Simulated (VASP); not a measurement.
# KF in VASP: notebook

Runs on KF. Level: LDA. Tasks: single point, relaxation of the atoms.

Everything below comes from runs of VASP 6.6.1. Logs are shortened: lines on timing, memory, paths and dates and some standing lists are left out, and cuts for length are marked.

**1. The cell of the first run**

The structure is tetragonal, space group P4/mmm (No. 123). The conventional cell has a = 3.083 Å, b = 3.083 Å, c = 3.099 Å, α = 90.00°, β = 90.00°, γ = 90.00°. Within 3.5 Å of K (site symmetry 4/mmm) lie 8 F at 2.67 Å and 6 K at 3.08 to 3.10 Å. Within 3.5 Å of F (site symmetry 4/mmm) lie 8 K at 2.67 Å and 6 F at 3.08 to 3.10 Å.

**2. Single point, LDA (z stretched by +0.5 %, x and y held)**

INCAR reads:

```
PREC     = Accurate       # precision mode
ENCUT    = 520            # plane-wave cutoff, eV
EDIFF    = 1E-6           # SCF threshold, eV
ISMEAR   = 0              # smearing method
SIGMA    = 0.01           # smearing width, eV
LREAL    = F              # projectors in reciprocal space
LASPH    = T              # aspherical terms in the spheres
NELM     = 80             # most SCF steps
ALGO     = Normal         # electronic algorithm
ISIF     = 2              # what is computed and relaxed
LWAVE    = F              # write WAVECAR
LCHARG   = T              # write CHGCAR
GGA      = CA             # functional
LELF     = T              # ELF
LVHAR    = T            
NBANDS   = 15             # bands
```

KPOINTS reads:

```
regular mesh
0
Gamma
  8 8 8
```

POSCAR reads:

```
KF
1.0
    3.0832301891      0.0000000000      0.0000000000
    0.0000000000      3.0832301891      0.0000000000
    0.0000000000      0.0000000000      3.0986463401
K F
1 1
Direct
    0.0000000000      0.0000000000      0.0000000000
    0.5000000000      0.5000000000      0.5000000000
```

Potentials or basis: VASP PAW LDA potentials, release 64 (K_sv, F).

Command:

```sh
> cat potpaw_LDA.64/K_sv/POTCAR potpaw_LDA.64/F/POTCAR > POTCAR
> mpirun -np 1 vasp_std > vasp.out
```

OUTCAR:

```text
PREC = Accurate
   ENCUT = 520
   EDIFF = 1E-6
   ISMEAR = 0
   LREAL = F
   LASPH = T
   NELM = 80
   ISIF = 2
   GGA = CA

 ion  position               nearest neighbor table
   1  0.000  0.000  0.000-   2 2.67   2 2.67   2 2.67   2 2.67   2 2.67   2 2.67   2 2.67   2 2.67

   2  0.500  0.500  0.500-   1 2.67   1 2.67   1 2.67   1 2.67   1 2.67   1 2.67   1 2.67   1 2.67

  LATTYP: Found a simple tetragonal cell.
 ALAT       =     3.0832301891
 C/A-ratio  =     1.0050000000

  Lattice vectors:

 A1 = (   3.0832301891,   0.0000000000,   0.0000000000)
 A2 = (   0.0000000000,   3.0832301891,   0.0000000000)
 A3 = (   0.0000000000,   0.0000000000,   3.0986463401)

Analysis of symmetry for initial positions (statically):
=====================================================================
 Subroutine PRICEL returns:
 Original cell was already a primitive cell.

 Routine SETGRP: Setting up the symmetry group for a
 simple tetragonal supercell.

 Subroutine GETGRP returns: Found 16 space group operations
 (whereof 16 operations were pure point group operations)
 out of a pool of 16 trial point group operations.

The static configuration has the point symmetry D_4h.

Analysis of symmetry for dynamics (positions and initial velocities):
=====================================================================
 Subroutine PRICEL returns:
 Original cell was already a primitive cell.

 Routine SETGRP: Setting up the symmetry group for a
 simple tetragonal supercell.

 Subroutine GETGRP returns: Found 16 space group operations
 (whereof 16 operations were pure point group operations)
 out of a pool of 16 trial point group operations.

The dynamic configuration has the point symmetry D_4h.

 Subroutine INISYM returns: Found 16 space group operations
 (whereof 16 operations are pure point group operations),
 and found     1 'primitive' translations

----------------------------------------------------------------------------------------

                                     Primitive cell

  volume of cell :      29.4567

  direct lattice vectors                    reciprocal lattice vectors
     3.083230189  0.000000000  0.000000000     0.324335174  0.000000000  0.000000000
     0.000000000  3.083230189  0.000000000     0.000000000  0.324335174  0.000000000
     0.000000000  0.000000000  3.098646340     0.000000000  0.000000000  0.322721566

  length of vectors
     3.083230189  3.083230189  3.098646340     0.324335174  0.324335174  0.322721566

  position of ions in fractional coordinates (direct lattice)
     0.000000000  0.000000000  0.000000000
     0.500000000  0.500000000  0.500000000

  ion indices of the primitive-cell ions
   primitive index   ion index
                 1           1
                 2           2

----------------------------------------------------------------------------------------

 KPOINTS: regular mesh

Automatic generation of k-mesh.
 Grid dimensions read from file:
 generate k-points for:    8    8    8

 Generating k-lattice:

  Cartesian coordinates                     Fractional coordinates (reciprocal lattice)
     0.040541897  0.000000000  0.000000000     0.125000000  0.000000000  0.000000000
     0.000000000  0.040541897  0.000000000     0.000000000  0.125000000  0.000000000
     0.000000000  0.000000000  0.040340196     0.000000000  0.000000000  0.125000000

  Length of vectors
     0.040541897  0.040541897  0.040340196

  Shift w.r.t. Gamma in fractional coordinates (k-lattice)
     0.000000000  0.000000000  0.000000000

 Subroutine IBZKPT returns following result:
 ===========================================

 Found     75 irreducible k-points:

 Following reciprocal coordinates:
            Coordinates               Weight
  0.000000  0.000000  0.000000      1.000000
  0.125000  0.000000  0.000000      4.000000
  0.250000  0.000000  0.000000      4.000000
  0.375000  0.000000  0.000000      4.000000
  0.500000  0.000000  0.000000      2.000000
  0.125000  0.125000  0.000000      4.000000
[... 16 lines left out ...]
  0.375000  0.125000  0.125000     16.000000
  0.500000  0.125000  0.125000      8.000000
 [... further k-points ...]
   k-points           NKPTS =     75   k-points in BZ     NKDIM =     75   number of bands    NBANDS=     15
   number of dos      NEDOS =    301   number of ions     NIONS =      2
   total plane-waves  NPLWV =  13824
   dimension x,y,z NGX =    24 NGY =   24 NGZ =   24
   dimension x,y,z NGXF=    48 NGYF=   48 NGZF=   48
   ions per type =               1   1
   NGX,Y,Z   is equivalent  to a cutoff of  12.94, 12.94, 12.88 a.u.
   NGXF,Y,Z  is equivalent  to a cutoff of  25.88, 25.88, 25.75 a.u.
 SYSTEM =  unknown system
   PREC   = accura    normal or accurate (medium, high low for compatibility)
   ISTART =      0    job   : 0-new  1-cont  2-samecut
   ICHARG =      2    charge: 1-file 2-atom 10-const
   ISPIN  =      1    spin polarized calculation?
   LNONCOLLINEAR =      F non collinear calculations
   LSORBIT =      F    spin-orbit coupling
   LASPH  =      T    aspherical Exc in radial PAW
   ENCUT  =  520.0 eV  38.22 Ry    6.18 a.u.   5.73  5.73  5.76*2*pi/ulx,y,z
   NELM   =     80;   NELMIN=  2; NELMDL= -5     # of ELM steps
   EDIFF  = 0.1E-05   stopping-criterion for ELM
   LREAL  =      F    real-space projection
   EDIFFG = 0.1E-04   stopping-criterion for IOM
   NSW    =      0    number of steps for IOM
   IBRION =     -1    ionic relax: 0-MD 1-quasi-New 2-CG
   NFREE  =      0    steps in history (QN), initial steepest desc. (CG)
   ISIF   =      2    stress and relaxation
   ISYM   =      2    0-nonsym 1-usesym 2-fastsym
   POTIM  = 0.5000    time-step for ionic-motion
   TEBEG  =    0.0;   TEEND  =   0.0 temperature during run
   PSTRESS=    0.0 pullay stress
   NELECT =      16.0000    total number of electrons
   NUPDOWN=      -1.0000    fix difference up-down
   EMIN   =  10.00;   EMAX   =-10.00  energy-range for DOS
   EFERMI =   0.00;   METHOD = LEGACY
   ISMEAR =     0;   SIGMA  =   0.01  broadening in eV -4-tet -1-fermi 0-gaus
   EFERMI_NEDOS =   21; number of points for ismear=-14 and -15
   IALGO  =     38    algorithm
   IMIX   =      4    mixing-type and parameters
     AMIX     =   0.40;   BMIX     =  1.00
     AMIX_MAG =   1.60;   BMIX_MAG =  1.00
  volume/ion in A,a.u.               =      14.73        99.39
  Fermi-wavevector in a.u.,A,eV,Ry     =   1.335735  2.524172 24.275338  1.784187
  Thomas-Fermi vector in A             =   2.464416
   LORBIT       =      0    0 simple, 1 ext, 2 COOP (PROOUT), +10 PAW based schemes
   GGA     = CA    functional components
   LHFCALC =     F    Hartree Fock is set to
   AEXX    =    0.0000 exact exchange contribution
   IVDW    =     0    specifies the selected vdW correction
   LEPSILON=     F    determine dielectric tensor
   LRPA    =     F    only Hartree local field effects (RPA)
 non-spin polarized calculation
 Gauss-broadening in eV      SIGMA  =   0.01
  energy-cutoff  :      520.00
  volume of cell :       29.46
 maximum number of plane-waves:       840
 NGX is ok and might be reduce to    24
   NGX = 11   NGY = 11   NGZ = 11

 number of electron      16.0000013 magnetization

 Free energy of the ion-electron system (eV)
  ---------------------------------------------------
  ext. energy  EPLUGINS =         0.00000000
  ---------------------------------------------------
  free energy    TOTEN  =        -8.96801162 eV

  energy without entropy =       -8.96801162  energy(sigma->0) =       -8.96801162

 E-fermi :  -1.8315     XC(G=0): -10.5367

 val. band max:       -1.8873761528   @ k =   0.5000   0.0000   0.5000
 cond. band min:       5.2665259690   @ k =   0.0000   0.0000   0.0000
 fundamental gap:      7.1539021217
 Fermi energy:        -1.8314702517

 k-point     1 :       0.0000    0.0000    0.0000
  band No.  band energies     occupation
      1     -28.1098      2.00000
      2     -20.4981      2.00000
      3     -11.1142      2.00000
      4     -11.0932      2.00000
      5     -11.0932      2.00000
      6      -1.9113      2.00000
      7      -1.8923      2.00000
      8      -1.8923      2.00000
      9       5.2665      0.00000
     10       6.3203      0.00000
     11       6.3356      0.00000
     12      12.9622      0.00000
     13      12.9622      0.00000
     14      13.0044      0.00000
     15      21.0239      0.00000

 k-point     2 :       0.1250    0.0000    0.0000
  band No.  band energies     occupation
      1     -28.0735      2.00000
      2     -20.5147      2.00000
      3     -11.2532      2.00000
      4     -11.0852      2.00000
      5     -11.0646      2.00000
      6      -2.1603      2.00000
      7      -1.9427      2.00000
      8      -1.9224      2.00000
      9       5.7429      0.00000
     10       6.4682      0.00000
     11       6.8098      0.00000
     12      12.6466      0.00000
     13      12.6874      0.00000
     14      13.0238      0.00000
     15      19.7891      0.00000

 k-point     3 :       0.2500    0.0000    0.0000
  band No.  band energies     occupation
      1     -27.9838      2.00000
      2     -20.5595      2.00000
      3     -11.6125      2.00000
      4     -11.0140      2.00000
      5     -10.9945      2.00000
      6      -2.7327      2.00000
      7      -2.0216      2.00000
      8      -1.9980      2.00000
      9       6.8205      0.00000
     10       6.8575      0.00000
     11       8.1020      0.00000
     12      12.0100      0.00000
     13      12.0474      0.00000
     14      13.1781      0.00000
     15      17.7230      0.00000
[... 343 lines left out ...]
 k-point    23 :       0.3750    0.1250    0.1250
  band No.  band energies     occupation
      1     -27.8341      2.00000
      2     -20.5623      2.00000
      3     -11.9892      2.00000
      4     -11.1498      2.00000
      5     -11.1046      2.00000
      6      -3.0201      2.00000
      7      -2.2652      2.00000
      8      -2.0730      2.00000
      9       7.9222      0.00000
     10       8.2100      0.00000
     11       9.2821      0.00000
     12      10.8054      0.00000
     13      11.8404      0.00000
     14      12.2872      0.00000
     15      17.4093      0.00000

 k-point    24 :       0.5000    0.1250    0.1250
  band No.  band energies     occupation
      1     -27.7972      2.00000
      2     -20.5718      2.00000
      3     -12.1268      2.00000
      4     -11.1515      2.00000
      5     -11.0698      2.00000
      6      -3.1591      2.00000
      7      -2.3093      2.00000
      8      -2.0621      2.00000
      9       8.1111      0.00000
     10       8.7651      0.00000
     11       9.0880      0.00000
     12      10.5650      0.00000
     13      12.2479      0.00000
     14      12.6735      0.00000
     15      16.6297      0.00000

 [... further k-points ...]
[... 5 lines left out ...]
  --------------------------------------------------------------------------------------
  -------------------------------------------------------------------------------------
  Total        0.0456557      0.0456557     -0.0455333      0.0000000      0.0000000     -0.0000000
  in kB        2.4832545      2.4832545     -2.4766008      0.0000000      0.0000000     -0.0000000
  external PRESSURE =       0.8299694 kB  Pullay stress =       0.0000000 kB

 VOLUME and BASIS-vectors are now :
 -----------------------------------------------------------------------------
  energy-cutoff  :      520.00
  volume of cell :       29.46
      direct lattice vectors                 reciprocal lattice vectors
     3.083230189  0.000000000  0.000000000     0.324335174  0.000000000  0.000000000
     0.000000000  3.083230189  0.000000000     0.000000000  0.324335174  0.000000000
     0.000000000  0.000000000  3.098646340     0.000000000  0.000000000  0.322721566

 POSITION                                       TOTAL-FORCE (eV/Angst)
 -----------------------------------------------------------------------------------
      0.00000      0.00000      0.00000         0.000000      0.000000      0.000000
      1.54162      1.54162      1.54932         0.000000      0.000000      0.000000
 -----------------------------------------------------------------------------------
    total drift:                                0.000000      0.000000     -0.000000

  FREE ENERGIE OF THE ION-ELECTRON SYSTEM (eV)
  ---------------------------------------------------
  free  energy   TOTEN  =        -8.9680116171 eV

  energy  without entropy=       -8.9680116171  energy(sigma->0) =       -8.96801162
```

Wall time 24 s (1 thread of AMD EPYC 7R43 (Zen 3), shared host); peak memory 0.12 GiB.

What came out:

```
Free energy            : -8.9680 eV
Pressure               : 0.1 GPa
Band gap on the k mesh : 7.15 eV, indirect (the least direct gap lies 4.9 meV higher)
```

Caveat: the cell differs from its parent crystal (z stretched by +0.5 %, x and y held). A k mesh can miss the band edges.

**3. Relaxation of the atoms, LDA (equal xy, yz and zx engineering shears of -0.5 %)**

INCAR reads:

```
PREC = Accurate ; ENCUT = 520
EDIFF = 1E-6 ; ISMEAR = 0
SIGMA = 0.01 ; LREAL = False
LASPH = True ; NELM = 60
ALGO = Normal ; ISIF = 2
LWAVE = False ; LCHARG = False
GGA = CA ; IBRION = 2
NSW = 50 ; EDIFFG = -0.002
```

KPOINTS reads:

```
Automatic mesh
0
Gamma
  8 8 8
```

POSCAR reads:

```
KF
1.0
    3.0832301891     -0.0077080755     -0.0077080755
   -0.0077080755      3.0832301891     -0.0077080755
   -0.0077080755     -0.0077080755      3.0832301891
K F
1 1
Direct
    0.0000000000      0.0000000000      0.0000000000
    0.5000000000      0.5000000000      0.5000000000
```

Potentials or basis: VASP PAW LDA potentials, release 64 (K_sv, F).

Command:

```sh
> cat potpaw_LDA.64/K_sv/POTCAR potpaw_LDA.64/F/POTCAR > POTCAR
> mpirun -np 1 vasp_std > vasp.out
```

It took 7.1 s on 1 thread of Intel Xeon Platinum 8488C (Sapphire Rapids), shared host; peak memory 0.14 GiB.

The run converged. Its results:

```
Free energy             : -8.9676 eV
Pressure after relaxing : 0.4 GPa
Band gap on the k mesh  : 7.20 eV, direct
```

Stress tensor (GPa, compression positive):
```
0.36 0.09 0.09
0.09 0.36 0.09
0.09 0.09 0.36
```

Final structure:
```
K F
1.0
     3.08323   -0.00771   -0.00771
    -0.00771    3.08323   -0.00771
    -0.00771   -0.00771    3.08323
K F
1 1
Direct
  0.00000 0.00000 0.00000
  0.50000 0.50000 0.50000
```

Levels at points of the mesh, in eV from the valence-band top:
| k point | band 6 | band 7 | band 8 | band 9 | band 10 | band 11 |
| --- | --- | --- | --- | --- | --- | --- |
| (0.00, 0.00, 0.00) | 0.00 | 0.00 | 0.00 | 7.20 | 8.23 | 8.23 |
| (0.50, 0.00, 0.00) | -1.54 | -0.24 | -0.22 | 9.44 | 10.25 | 12.33 |
| (0.50, 0.50, 0.00) | -0.64 | -0.63 | 0.00 | 8.70 | 9.32 | 12.44 |
| (0.50, 0.50, 0.50) | -1.42 | -1.42 | -1.42 | 11.06 | 11.06 | 11.15 |

Caveat: the cell differs from its parent crystal (equal xy, yz and zx engineering shears of -0.5 %); the relaxation stopped at its first step, so nothing moved.

**4. Relaxation of the atoms, LDA (equal xy, yz and zx engineering shears of +0.5 %)**

INCAR reads:

```
SYSTEM = KF
PREC = Accurate
ENCUT = 520
EDIFF = 1E-6
ISMEAR = 0
SIGMA = 0.01
LREAL = .False.
LASPH = .True.
NELM = 100
ALGO = Normal
ISIF = 2
LWAVE = .False.
LCHARG = .False.
IBRION = 2
NSW = 50
EDIFFG = -0.002
```

KPOINTS reads:

```
regular mesh
0
Gamma
  8 8 8
  0 0 0
```

POSCAR reads:

```
KF
1.0
    3.0832301891      0.0077080755      0.0077080755
    0.0077080755      3.0832301891      0.0077080755
    0.0077080755      0.0077080755      3.0832301891
K F
1 1
Direct
    0.0000000000      0.0000000000      0.0000000000
    0.5000000000      0.5000000000      0.5000000000
```

Command:

```sh
> cat potpaw_LDA.64/K_sv/POTCAR potpaw_LDA.64/F/POTCAR > POTCAR
> mpirun -np 1 vasp_std > vasp.out
```

Run time: 7.1 s. Hardware: 1 thread of Intel Xeon Platinum 8488C (Sapphire Rapids), shared host; peak memory 0.14 GiB.

It converged, with:

```
Free energy             : -8.9676 eV
Pressure after relaxing : 0.4 GPa
Band gap on the k mesh  : 7.21 eV, indirect (the least direct gap lies 1.2 meV higher)
```

Stress tensor (GPa, compression positive):
```
 0.36 -0.08 -0.08
-0.08  0.36 -0.08
-0.08 -0.08  0.36
```

Final structure:
```
CELL_PARAMETERS angstrom
3.08323 0.00771 0.00771
0.00771 3.08323 0.00771
0.00771 0.00771 3.08323
ATOMIC_POSITIONS crystal
K 0.00000 0.00000 0.00000
F 0.50000 0.50000 0.50000
```

Levels at points of the mesh, in eV from the valence-band top:
```
           k point  band 5  band 6  band 7  band 8  band 9  band 10  band 11  band 12
(0.00, 0.00, 0.00)   -9.18   -0.01    0.00    0.00    7.21     8.23     8.23    14.90
(0.50, 0.00, 0.00)   -8.98   -1.54   -0.24   -0.22    9.44    10.25    12.33    13.25
(0.50, 0.50, 0.00)   -8.85   -0.64   -0.62    0.00    8.71     9.32    12.45    12.46
(0.50, 0.50, 0.50)  -10.06   -1.43   -1.42   -1.42   11.03    11.12    11.12    16.71
```

Caveat: the cell differs from its parent crystal (equal xy, yz and zx engineering shears of +0.5 %); the relaxation stopped at its first step, so nothing moved. A k mesh can miss the band edges.

**5. Overview**

```tsv
task	cell	gap on the mesh (eV)	pressure (GPa)
single point	a = 3.083, b = 3.083, c = 3.099 Å, 2 atoms	7.15	0.1
relaxation of the atoms	atoms relaxed from a = 3.083 Å, angles 90.3°, 2 atoms	7.20	0.4
relaxation of the atoms	atoms relaxed from a = 3.083 Å, angles 89.7°, 2 atoms	7.21	0.4
```

Alike in all rows: level LDA; potentials or basis VASP PAW LDA potentials, release 64 (K_sv, F); no spin polarisation; k mesh 8 × 8 × 8; cutoff (eV) 520; smearing gaussian 0.01 eV.

Caveats: the relaxation stopped at its first step, so nothing moved (some runs).

Absolute energies hang on the potentials; compare differences alone.
